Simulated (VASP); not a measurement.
# PtSe2 (Sudovikovite) (P-3m1) in VASP: a series of runs, part 2 of 2

VASP 6.6.1.

### Step 3. Single point, r2SCAN+D3(BJ), collinear spin, ferromagnetic start

This run uses another cell than the first one, of 21.01 Å³/atom, 1.007 times its volume.

POSCAR

```
PtSe2
1.0
    3.7261403793      0.0000000000      0.0000000000
   -1.8630701896      3.2269322265      0.0000000000
    0.0000000000      0.0000000000      5.2431378717
Pt Se
1 2
Direct
    0.0000000000      0.0000000000      0.0000000000
    0.3333333333      0.6666666667      0.2480390884
    0.6666666667      0.3333333333      0.7519609116
```

INCAR.step1

```
ALGO = Normal
EDIFF = 1E-4
ENCUT = 520
GGA = PE
ISMEAR = 0
ISPIN = 2
LASPH = T
LCHARG = F
LMAXMIX = 4
LREAL = F
LWAVE = T
MAGMOM = 0.05 0 0
NBANDS = 22
NELM = 150
PREC = Accurate
SIGMA = 0.05
```

INCAR.step2

```
ALGO = Normal
EDIFF = 1E-6
ENCUT = 520
ISIF = 2
ISMEAR = 0
ISPIN = 2
ISTART = 1
IVDW = 12
LASPH = T
LCHARG = F
LMAXMIX = 4
LMIXTAU = T
LORBIT = 11
LREAL = F
LWAVE = F
MAGMOM = 0.05 0 0
METAGGA = R2SCAN
NBANDS = 22
NELM = 150
PREC = Accurate
SIGMA = 0.05
VDW_A1 = 0.49484001
VDW_A2 = 5.73083694
VDW_S6 = 1.0
VDW_S8 = 0.78981345
```

KPOINTS

```
k-points
0
Gamma
  10 10 8
```

Potentials or basis: VASP PAW PBE potentials, release 64 (Pt, Se).

The run is started by

```
cat potpaw_PBE.64/Pt/POTCAR potpaw_PBE.64/Se/POTCAR > POTCAR
cp INCAR.step1 INCAR
mpirun -np 1 vasp_std > vasp.out
cp INCAR.step2 INCAR
mpirun -np 1 vasp_std > vasp.out
```

OUTCAR:

```text
EDIFF = 1E-6
   ENCUT = 520
   ISIF = 2
   ISMEAR = 0
   ISPIN = 2
   ISTART = 1
   IVDW = 12
   LASPH = T
   LORBIT = 11
   LREAL = F
   METAGGA = R2SCAN
   NELM = 150
   PREC = Accurate
 IVDW          = 12

 ion  position               nearest neighbor table
   1  0.000  0.000  0.000-   2 2.51   3 2.51   2 2.51   3 2.51   3 2.51   2 2.51
   2  0.333  0.667  0.248-   1 2.51   1 2.51   1 2.51
   3  0.667  0.333  0.752-   1 2.51   1 2.51   1 2.51

  LATTYP: Found a hexagonal cell.
 ALAT       =     3.7261403793
 C/A-ratio  =     1.4071230115

  Lattice vectors:

 A1 = (   3.7261403793,   0.0000000000,   0.0000000000)
 A2 = (  -1.8630701896,   3.2269322265,   0.0000000000)
 A3 = (   0.0000000000,   0.0000000000,   5.2431378717)

Analysis of symmetry for initial positions (statically):
=====================================================================
 Subroutine PRICEL returns:
 Original cell was already a primitive cell.

 Routine SETGRP: Setting up the symmetry group for a
 hexagonal supercell.

[... 1399 lines left out ...]
------------------------ aborting loop because EDIFF is reached ----------------------------------------

 Edisp (eV)   -0.64666

 E8    (eV) :    -0.2149

  FORCE on cell =-STRESS in cart. coord.  units (eV):
  Direction    XX          YY          ZZ          XY          YZ          ZX
  --------------------------------------------------------------------------------------
  -------------------------------------------------------------------------------------
  Total       0.03219     0.03219    -0.06649     0.00000     0.00000    -0.00000
  in kB       0.81819     0.81819    -1.68989     0.00000     0.00000    -0.00000
  external pressure =       -0.02 kB  Pullay stress =        0.00 kB

 VOLUME and BASIS-vectors are now :
 -----------------------------------------------------------------------------
  energy-cutoff  :      520.00
  volume of cell :       63.04
      direct lattice vectors                 reciprocal lattice vectors
     3.726140379  0.000000000  0.000000000     0.268374215  0.154945925  0.000000000
    -1.863070190  3.226932226  0.000000000     0.000000000  0.309891851  0.000000000
     0.000000000  0.000000000  5.243137872     0.000000000  0.000000000  0.190725482

 POSITION                                       TOTAL-FORCE (eV/Angst)
 -----------------------------------------------------------------------------------
      0.00000      0.00000      0.00000        -0.000000      0.000000      0.000000
     -0.00000      2.15129      1.30050        -0.000000      0.000000     -0.025645
      1.86307      1.07564      3.94263         0.000000     -0.000000      0.025645
 -----------------------------------------------------------------------------------
    total drift:                               -0.000000     -0.000000     -0.000000

  FREE ENERGIE OF THE ION-ELECTRON SYSTEM (eV)
  ---------------------------------------------------
  free  energy   TOTEN  =       -82.1132205008 eV

  energy  without entropy=      -82.1128412550  energy(sigma->0) =      -82.11303088

 total charge

# of ion       s       p       d       tot
------------------------------------------
    1        0.671   0.698   7.988   9.357
    2        1.483   2.283   0.064   3.829
    3        1.483   2.283   0.064   3.829
--------------------------------------------------
tot          3.636   5.263   8.115  17.015

 magnetization (x)

# of ion       s       p       d       tot
------------------------------------------
    1        0.000  -0.000  -0.000  -0.000
    2        0.000   0.000  -0.000   0.000
    3        0.000   0.000  -0.000   0.000
--------------------------------------------------
tot          0.000   0.000  -0.000  -0.000
```

OSZICAR.step1:

```text
N       E                     dE             d eps       ncg     rms          rms(c)
DAV:   1     0.105859331103E+03    0.10586E+03   -0.94286E+03  8352   0.853E+02
DAV:   2    -0.986138756481E+01   -0.11572E+03   -0.11024E+03  9772   0.185E+02
DAV:   3    -0.150041495477E+02   -0.51428E+01   -0.51048E+01 10250   0.374E+01
DAV:   4    -0.150412388657E+02   -0.37089E-01   -0.37083E-01  9424   0.351E+00
DAV:   5    -0.150417096408E+02   -0.47078E-03   -0.47077E-03 10296   0.399E-01    0.128E+01
DAV:   6    -0.144630310736E+02    0.57868E+00   -0.31542E+00  8800   0.154E+01    0.770E+00
DAV:   7    -0.142636480979E+02    0.19938E+00   -0.61375E-01  8518   0.705E+00    0.384E+00
DAV:   8    -0.142413596839E+02    0.22288E-01   -0.36679E-02 10186   0.131E+00    0.749E-01
DAV:   9    -0.142403308125E+02    0.10289E-02   -0.37064E-03  9514   0.493E-01    0.155E-01
DAV:  10    -0.142404994237E+02   -0.16861E-03   -0.75537E-04 10026   0.178E-01    0.508E-02
DAV:  11    -0.142404875723E+02    0.11851E-04   -0.36562E-05  5756   0.544E-02
   1 F= -.14240488E+02 E0= -.14240037E+02  d E =-.900147E-03  mag=    -0.0001
```

It took 6 min on 1 thread of Intel Xeon 6975P-C (Granite Rapids), shared host; peak memory 0.36 GiB.

What came out:

```
Free energy                                           : -82.1132 eV
Pressure                                              : 0.0 GPa
Largest force                                         : 0.026 eV/Å
Band gap on the k mesh                                : zero (filled and empty bands overlap)
Net moment                                            : 0.00 μB per cell
Valence electrons inside the program's atomic spheres : Pt 9.36; Se 3.83
Dispersion energy per atom                            : -0.216 eV
```

Forces on the atoms (eV/Å):
```
Pt   0.000  0.000  0.000
Se   0.000  0.000 -0.026
Se   0.000  0.000  0.026
```

Caveat: the PAW data sets were made with another functional, which shifts forces and pressure a little; spin-orbit coupling is left out, which moves the levels of the heavy elements; pairwise dispersion overbinds metals, which lowers pressure and volume.
